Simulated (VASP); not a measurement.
# RbCl (Fm-3m) in VASP: a series of runs

RbCl is run at these levels: PBEsol; tasks: elastic constants.

Program: VASP 6.6.1. These are calculated values, not measurements. Logs are shortened: lines on timing, memory, paths and dates and some standing lists are left out, and cuts for length are marked.

### 1 The cell of the first run

It takes space group Fm-3m (No. 225, cubic). The conventional cell has a = 6.055 Å, b = 6.055 Å, c = 6.055 Å, α = 90.00°, β = 90.00°, γ = 90.00°. Within 4.0 Å of Rb (site symmetry m-3m) lie 6 Cl at 3.03 Å. Cl (site symmetry m-3m) has 6 Rb at 3.03 Å within 4.0 Å.

### 2 Elastic constants, PBEsol

INCAR reads:

```
ALGO = Normal
EDIFF = 1E-8
ENCUT = 500
GGA = PS
GGA_COMPAT = F
IBRION = 6
ISIF = 3
ISMEAR = 0
LASPH = T
LCHARG = F
LREAL = F
LWAVE = F
NBANDS = 15
NELM = 120
NFREE = 2
NSW = 1
POTIM = 0.015
PREC = Accurate
SIGMA = 0.01
```

KPOINTS reads:

```
k-points
0
Gamma
  6 6 6
```

POSCAR reads:

```
RbCl
1.0
    0.0000000000      3.0275370761      3.0275370761
    3.0275370761      0.0000000000      3.0275370761
    3.0275370761      3.0275370761      0.0000000000
Rb Cl
1 1
Direct
    0.0000000000      0.0000000000      0.0000000000
    0.5000000000      0.5000000000      0.5000000000
```

Potentials or basis: VASP PAW PBE potentials, release 64 (Rb_sv, Cl).

On the command line:

```console
cat potpaw_PBE.64/Rb_sv/POTCAR potpaw_PBE.64/Cl/POTCAR > POTCAR
mpirun -np 1 vasp_std > vasp.out
```

OUTCAR:

```text
EDIFF = 1E-8
   ENCUT = 500
   GGA = PS
   IBRION = 6
   ISIF = 3
   ISMEAR = 0
   LASPH = T
   LREAL = F
   NELM = 120
   NFREE = 2
   NSW = 1
   POTIM = 0.015
   PREC = Accurate

 ion  position               nearest neighbor table
   1  0.000  0.000  0.000-   2 3.03   2 3.03   2 3.03   2 3.03   2 3.03   2 3.03
   2  0.500  0.500  0.500-   1 3.03   1 3.03   1 3.03   1 3.03   1 3.03   1 3.03

  LATTYP: Found a face centered cubic cell.
 ALAT       =     6.0550741522

  Lattice vectors:

 A1 = (   0.0000000000,   3.0275370761,   3.0275370761)
 A2 = (   3.0275370761,   0.0000000000,   3.0275370761)
 A3 = (   3.0275370761,   3.0275370761,   0.0000000000)

Analysis of symmetry for initial positions (statically):
=====================================================================
 Subroutine PRICEL returns:
 Original cell was already a primitive cell.

 Routine SETGRP: Setting up the symmetry group for a
 face centered cubic supercell.

 Subroutine GETGRP returns: Found 48 space group operations
 (whereof 48 operations were pure point group operations)
 out of a pool of 48 trial point group operations.

The static configuration has the point symmetry O_h .

Analysis of symmetry for dynamics (positions and initial velocities):
=====================================================================
 Subroutine PRICEL returns:
 Original cell was already a primitive cell.

 Routine SETGRP: Setting up the symmetry group for a
 face centered cubic supercell.

 Subroutine GETGRP returns: Found 48 space group operations
 (whereof 48 operations were pure point group operations)
 out of a pool of 48 trial point group operations.

The dynamic configuration has the point symmetry O_h .

 Subroutine INISYM returns: Found 48 space group operations
 (whereof 48 operations are pure point group operations),
 and found     1 'primitive' translations

----------------------------------------------------------------------------------------

                                     Primitive cell

  volume of cell :      55.5007

  direct lattice vectors                    reciprocal lattice vectors
     0.000000000  3.027537076  3.027537076    -0.165150744  0.165150744  0.165150744
     3.027537076  0.000000000  3.027537076     0.165150744 -0.165150744  0.165150744
     3.027537076  3.027537076  0.000000000     0.165150744  0.165150744 -0.165150744

  length of vectors
     4.281583994  4.281583994  4.281583994     0.286049479  0.286049479  0.286049479

  position of ions in fractional coordinates (direct lattice)
     0.000000000  0.000000000  0.000000000
     0.500000000  0.500000000  0.500000000

  ion indices of the primitive-cell ions
   primitive index   ion index
                 1           1
                 2           2

----------------------------------------------------------------------------------------

 KPOINTS: k-points

Automatic generation of k-mesh.
 Grid dimensions read from file:
 generate k-points for:    6    6    6

 Generating k-lattice:

  Cartesian coordinates                     Fractional coordinates (reciprocal lattice)
    -0.027525124  0.027525124  0.027525124     0.166666667  0.000000000  0.000000000
     0.027525124 -0.027525124  0.027525124     0.000000000  0.166666667  0.000000000
     0.027525124  0.027525124 -0.027525124     0.000000000  0.000000000  0.166666667

  Length of vectors
[... 102 lines left out ...]
  -------------------------------------------------------------------------------------
  Total        2.4568013      2.4568013      2.4568013      0.0000000      0.0000000     -0.0000000
  in kB       70.9222016     70.9222016     70.9222016      0.0000000      0.0000000     -0.0000000
  external PRESSURE =      70.9222016 kB  Pullay stress =       0.0000000 kB
[... 89 lines left out ...]
  FREE ENERGIE OF THE ION-ELECTRON SYSTEM (eV)
  ---------------------------------------------------
  free  energy   TOTEN  =        -6.5943353304 eV

  energy  without entropy=       -6.5943353304  energy(sigma->0) =       -6.59433533

[... ionic steps 4 to 14 ...]

--------------------------------------- Ionic step       15  -------------------------------------------

 number of electron      15.9999998 magnetization

------------------------ aborting loop because EDIFF is reached ----------------------------------------
[... 67 lines left out ...]
--------------------------------------- Ionic step       17  -------------------------------------------

 number of electron      15.9999999 magnetization

 Free energy of the ion-electron system (eV)
  ---------------------------------------------------
  ext. energy  EPLUGINS =         0.00000000
  ---------------------------------------------------
  free energy    TOTEN  =        -6.63578290 eV

  energy without entropy =       -6.63578290  energy(sigma->0) =       -6.63578290

 E-fermi :  -0.7482     XC(G=0):  -8.6402

 val. band max:       -0.8083129510   @ k =   0.0000   0.0000   0.0000
 cond. band min:       4.8735371237   @ k =   0.0000   0.0000   0.0000
 fundamental gap:      5.6818500747
 Fermi energy:        -0.7481928997

 k-point     1 :       0.0000    0.0000    0.0000
  band No.  band energies     occupation
      1     -24.2127      2.00000
      2     -13.0661      2.00000
      3      -8.2606      2.00000
      4      -8.2605      2.00000
      5      -8.2605      2.00000
      6      -0.8085      2.00000
      7      -0.8085      2.00000
      8      -0.8083      2.00000
      9       4.8735      0.00000
     10       7.0787      0.00000
     11       7.0789      0.00000
     12       7.0789      0.00000
     13       8.2659      0.00000
     14       8.2665      0.00000
[... 401 lines left out ...]
      2     -13.1496      2.00000
      3      -8.7319      2.00000
      4      -8.3724      2.00000
      5      -8.2946      2.00000
      6      -1.6314      2.00000
      7      -1.2801      2.00000
      8      -1.0026      2.00000
      9       6.6484      0.00000
     10       7.9304      0.00000
     11       9.5209      0.00000
     12      10.1455      0.00000
     13      10.3778      0.00000
     14      11.6168      0.00000
     15      13.4682      0.00000

 [... further k-points ...]

------------------------ aborting loop because EDIFF is reached ----------------------------------------

  FORCE on cell =-STRESS in cart. coord.  units (eV):
  Direction    XX          YY          ZZ          XY          YZ          ZX
  --------------------------------------------------------------------------------------
  -------------------------------------------------------------------------------------
  Total        2.4611018      2.4562365      2.4562365      0.0000000      0.0000000      0.0000000
  in kB       71.0463464     70.9058970     70.9058970      0.0000000      0.0000000      0.0000000
  external PRESSURE =      70.9527135 kB  Pullay stress =       0.0000000 kB
[... 17 lines left out ...]
  FREE ENERGIE OF THE ION-ELECTRON SYSTEM (eV)
  ---------------------------------------------------
  free  energy   TOTEN  =        -6.6357828977 eV

  energy  without entropy=       -6.6357828977  energy(sigma->0) =       -6.63578290

 INTERNAL STRAIN TENSORS FROM STRAINED CELLS
 ============================================

 INTERNAL STRAIN TENSOR FOR ION    1 for displacements in x,y,z  (eV/Angst):
          X           Y           Z          XY          YZ          ZX
  --------------------------------------------------------------------------------
  x     0.00000     0.00000    -0.00000     0.00000     0.00000     0.00000
  y    -0.00000     0.00000    -0.00000     0.00000    -0.00000    -0.00000
  z     0.00000    -0.00000     0.00000    -0.00000     0.00000     0.00000

 INTERNAL STRAIN TENSORS FROM DISPLACED ATOMS
 ============================================

 INTERNAL STRAIN TENSOR FOR ION    1 for displacements in x,y,z  (eV/Angst):
          X           Y           Z          XY          YZ          ZX
  --------------------------------------------------------------------------------
  x     0.00000     0.00000     0.00000     0.00000     0.00000     0.00000
  y     0.00000     0.00000     0.00000     0.00000     0.00000     0.00000
  z     0.00000     0.00000     0.00000     0.00000     0.00000     0.00000

 INTERNAL STRAIN TENSOR FOR ION    2 for displacements in x,y,z  (eV/Angst):
          X           Y           Z          XY          YZ          ZX
  --------------------------------------------------------------------------------
  x     0.00000     0.00000     0.00000     0.00000     0.00000     0.00000
  y     0.00000     0.00000     0.00000     0.00000     0.00000     0.00000
  z     0.00000     0.00000     0.00000     0.00000     0.00000     0.00000

 Eigenvectors and eigenvalues of the dynamical matrix
 ----------------------------------------------------

   1 f  =    5.604596 THz    35.214713 2PiTHz  186.949188 cm-1    23.178735 meV
             X         Y         Z           dx          dy          dz
      0.000000  0.000000  0.000000     0.000000   -0.541520   -0.000000
      3.027537  3.027537  3.027537    -0.000000    0.840688    0.000000
[... 21 lines left out ...]
   6 f/i=    0.000322 THz     0.002026 2PiTHz    0.010756 cm-1     0.001334 meV
             X         Y         Z           dx          dy          dz
      0.000000  0.000000  0.000000     0.000000    0.000000    0.840688
      3.027537  3.027537  3.027537     0.000000    0.000000    0.541520

--------------------------------------------------------------------------------------------------------

 ELASTIC MODULI CONTR FROM IONIC RELAXATION (kBar)
 Direction    XX          YY          ZZ          XY          YZ          ZX
 --------------------------------------------------------------------------------
 XX           0.0000      0.0000      0.0000      0.0000      0.0000      0.0000
 YY           0.0000      0.0000      0.0000      0.0000      0.0000      0.0000
 ZZ           0.0000      0.0000      0.0000      0.0000      0.0000      0.0000
 XY           0.0000      0.0000      0.0000      0.0000      0.0000      0.0000
 YZ           0.0000      0.0000      0.0000      0.0000      0.0000      0.0000
 ZX           0.0000      0.0000      0.0000      0.0000      0.0000      0.0000
 --------------------------------------------------------------------------------

 TOTAL ELASTIC MODULI (kBar)
 Direction    XX          YY          ZZ          XY          YZ          ZX
 --------------------------------------------------------------------------------
 XX        1132.9404     61.0860     61.0860      0.0000     -0.0000     -0.0000
 YY          61.0860   1132.9404     61.0860     -0.0000      0.0000      0.0000
 ZZ          61.0860     61.0860   1132.9404     -0.0000      0.0000      0.0000
 XY           0.0000     -0.0000     -0.0000     -1.5011      0.0000     -0.0000
 YZ          -0.0000      0.0000      0.0000      0.0000     -1.5011     -0.0000
 ZX          -0.0000      0.0000      0.0000     -0.0000     -0.0000     -1.5011
 --------------------------------------------------------------------------------
```

It took 7.2 min on 1 thread of Intel Xeon 8259CL, shared host; peak memory 0.24 GiB.

Results:

```yaml
Elastic_constants_C11_C12_C44: 113, 6, 0 GPa
Voigt_bulk_modulus: 42 GPa
Highest_phonon_frequency_at_Γ_LO-TO_splitting_left_out: 187 cm⁻¹
```

Phonon frequencies in cm⁻¹ (negative: imaginary):
```csv
q point,frequencies
"(0.000, 0.000, 0.000)",0 0 0 187 187 187
```

Elastic tensor in Voigt notation (GPa, in the Cartesian axes of the cell as first typed):
```
113   6   6   0   0   0
  6 113   6   0   0   0
  6   6 113   0   0   0
  0   0   0   0   0   0
  0   0   0   0   0   0
  0   0   0   0   0   0
```

Clamped-ion elastic tensor (GPa):
```
113   6   6   0   0   0
  6 113   6   0   0   0
  6   6 113   0   0   0
  0   0   0   0   0   0
  0   0   0   0   0   0
  0   0   0   0   0   0
```

Caveat: the cell is under stress, which shifts elastic constants; the elastic tensor has a negative eigenvalue, so either the cell is unstable as it stands or the mesh is too thin; the PAW data sets were made with another functional, which shifts forces and pressure a little.

### 3 Elastic constants, PBEsol

This run uses another cell than the first one, of 29.85 Å³/atom.

INCAR reads:

```
SYSTEM = RbCl
  PREC = Accurate
  ENCUT = 500
  EDIFF = 1E-8
  ISMEAR = 0
  SIGMA = 0.01
  LREAL = .False.
  LASPH = .True.
  NELM = 120
  ALGO = Normal
  ISIF = 3
  LWAVE = .False.
  LCHARG = .True.
  GGA = PS
  IBRION = 6
  NFREE = 2
  POTIM = 0.015
  NSW = 1
  GGA_COMPAT = .False.
```

KPOINTS reads:

```
regular mesh
0
Gamma
  6 6 6
  0 0 0
```

POSCAR reads:

```
RbCl
1.0
    0.0000000000      3.1021975370      3.1021975370
    3.1021975370      0.0000000000      3.1021975370
    3.1021975370      3.1021975370      0.0000000000
Rb Cl
1 1
Direct
    0.0000000000      0.0000000000      0.0000000000
    0.5000000000      0.5000000000      0.5000000000
```

Potentials or basis: VASP PAW PBE potentials, release 64 (Rb_sv, Cl).

On the command line:

```console
cat potpaw_PBE.64/Rb_sv/POTCAR potpaw_PBE.64/Cl/POTCAR > POTCAR
mpirun -np 1 vasp_std > vasp.out
```

OUTCAR:

```text
SYSTEM = RbCl
   PREC = Accurate
   ENCUT = 500
   EDIFF = 1E-8
   ISMEAR = 0
   LREAL = .False.
   LASPH = .True.
   NELM = 120
   ISIF = 3
   GGA = PS
   IBRION = 6
   NFREE = 2
   POTIM = 0.015
   NSW = 1

 ion  position               nearest neighbor table
   1  0.000  0.000  0.000-   2 3.10   2 3.10   2 3.10   2 3.10   2 3.10   2 3.10
[... 802 lines left out ...]
      0.000000  0.000000  0.000000     0.000000    0.000000   -0.541123
      3.102198  3.102198  3.102198     0.000000    0.000000    0.840943
[... 21 lines left out ...]
   6 f/i=    0.002024 THz     0.012717 2PiTHz    0.067515 cm-1     0.008371 meV
             X         Y         Z           dx          dy          dz
      0.000000  0.000000  0.000000     0.325187    0.775525   -0.000000
      3.102198  3.102198  3.102198     0.209249    0.499028    0.000000

--------------------------------------------------------------------------------------------------------

 ELASTIC MODULI CONTR FROM IONIC RELAXATION (kBar)
 Direction    XX          YY          ZZ          XY          YZ          ZX
 --------------------------------------------------------------------------------
 XX           0.0000      0.0000      0.0000      0.0000      0.0000      0.0000
 YY           0.0000      0.0000      0.0000      0.0000      0.0000      0.0000
 ZZ           0.0000      0.0000      0.0000      0.0000      0.0000      0.0000
 XY           0.0000      0.0000      0.0000      0.0000      0.0000      0.0000
 YZ           0.0000      0.0000      0.0000      0.0000      0.0000      0.0000
 ZX           0.0000      0.0000      0.0000      0.0000      0.0000      0.0000
 --------------------------------------------------------------------------------

 TOTAL ELASTIC MODULI (kBar)
 Direction    XX          YY          ZZ          XY          YZ          ZX
 --------------------------------------------------------------------------------
 XX         834.4128     59.6603     59.6603     -0.0000      0.0000      0.0000
 YY          59.6603    834.4128     59.6603     -0.0000      0.0000      0.0000
 ZZ          59.6603     59.6603    834.4128      0.0000     -0.0000     -0.0000
 XY          -0.0000     -0.0000      0.0000     23.2991      0.0000      0.0000
 YZ           0.0000      0.0000     -0.0000      0.0000     23.2991      0.0000
 ZX           0.0000      0.0000     -0.0000      0.0000      0.0000     23.2991
 --------------------------------------------------------------------------------
```

stdout:

```text
POSCAR found type information on POSCAR RbCl
 POSCAR found :  2 types and       2 ions
 scaLAPACK will be used
 -----------------------------------------------------------------------------
|                                                                             |
|                                                                             |
|     You enforced a specific xc type in the INCAR file but a different       |
|     I HOPE YOU KNOW WHAT YOU ARE DOING!                                     |
|                                                                             |
[... 33 lines left out ...]
 Finite differences progress:
 bond charge predicted
 Finite differences progress:
 bond charge predicted
 Finite differences progress:
 bond charge predicted
 Finite differences progress:
 bond charge predicted
 Finite differences progress:
 bond charge predicted
 Finite differences progress:
```

It took 5.7 min on 1 thread of Intel Xeon 8259CL, shared host; peak memory 0.24 GiB.

What came out:

```yaml
Elastic_constants_C11_C12_C44: 83, 6, 2 GPa
Voigt_bulk_modulus: 32 GPa
Highest_phonon_frequency_at_Γ_LO-TO_splitting_left_out: 163 cm⁻¹
```

Phonon frequencies in cm⁻¹ (negative: imaginary):
| q point | frequencies |
| --- | --- |
| (0.000, 0.000, 0.000) | 0 0 0 163 163 163 |

Elastic tensor in Voigt notation (GPa, in the Cartesian axes of the cell as first typed):
```
83  6  6  0  0  0
 6 83  6  0  0  0
 6  6 83  0  0  0
 0  0  0  2  0  0
 0  0  0  0  2  0
 0  0  0  0  0  2
```

Clamped-ion elastic tensor (GPa):
```
83  6  6  0  0  0
 6 83  6  0  0  0
 6  6 83  0  0  0
 0  0  0  2  0  0
 0  0  0  0  2  0
 0  0  0  0  0  2
```

Caveat: the cell is under stress, which shifts elastic constants; the PAW data sets were made with another functional, which shifts forces and pressure a little.

(Continued in part 2 of 2.)
